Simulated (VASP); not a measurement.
Crystal: SiGe4.

```
CELL_PARAMETERS angstrom
2.83175 0.00000 0.00000
-1.41588 2.45237 0.00000
0.00000 0.00000 13.29591
ATOMIC_POSITIONS crystal
Si 0.00000 0.00000 0.50000
Ge 0.00000 0.00000 0.70000
Ge 0.00000 0.00000 0.90000
Ge 0.00000 0.00000 0.10000
Ge 0.00000 0.00000 0.30000
```

* Program: VASP 6.6.1
* Task: relaxation of cell and atoms
* Functional: PBE
* Potentials or basis: VASP PAW PBE potentials, release 64 (Si, Ge_d)
* Cutoff: 600 eV
* k mesh: 6 × 6 × 2
* Occupations: gaussian, width 0.1 eV
* Spin: no spin polarisation

At the start: pressure 1.4 GPa; volume 18.47 Å³/atom.

Problem. Where does the relaxation end?

Solution. Over 9 steps the energy falls by 29.1 meV/atom and the volume is 18.78 Å³/atom (+1.7 %); space group P6/mmm (No. 191, to 0.1 Å) before and after.

The path:
| step | energy change (eV) | largest force (eV/Å) | pressure (GPa) | volume (Å³) |
| --- | --- | --- | --- | --- |
| 1 | 0.0000 | 0.4563 | 1.44 | 92.33 |
| 2 | -0.0846 | 0.2129 | -0.10 | 94.39 |
| 3 | -0.1305 | 0.2599 | 0.23 | 93.61 |
| 4 | -0.1305 | 0.2626 | 0.23 | 93.58 |
| 5 | -0.1365 | 0.1975 | -0.02 | 93.92 |
| 6 | -0.1416 | 0.0806 | -0.62 | 94.70 |
| 7 | -0.1448 | 0.0640 | -0.18 | 94.12 |
| 8 | -0.1450 | 0.0601 | -0.06 | 93.99 |
| 9 | -0.1453 | 0.0361 | 0.00 | 93.88 |

Final structure:
```xyz
5
Lattice="2.8060 0.0000 0.0000 -1.4030 2.4301 0.0000 0.0000 0.0000 13.7678" Properties=species:S:1:pos:R:3 pbc="T T T"
Si    0.0000    0.0000    6.8839
Ge    1.4030    2.4301    9.5716
Ge    2.8060    0.0000   12.3743
Ge    0.0000    0.0000    1.3936
Ge    0.0000    0.0000    4.1963
```

Caveat: the k points lie up to 0.43 Å⁻¹ apart in the final cell; the highest band is partly filled, so the run has too few bands.
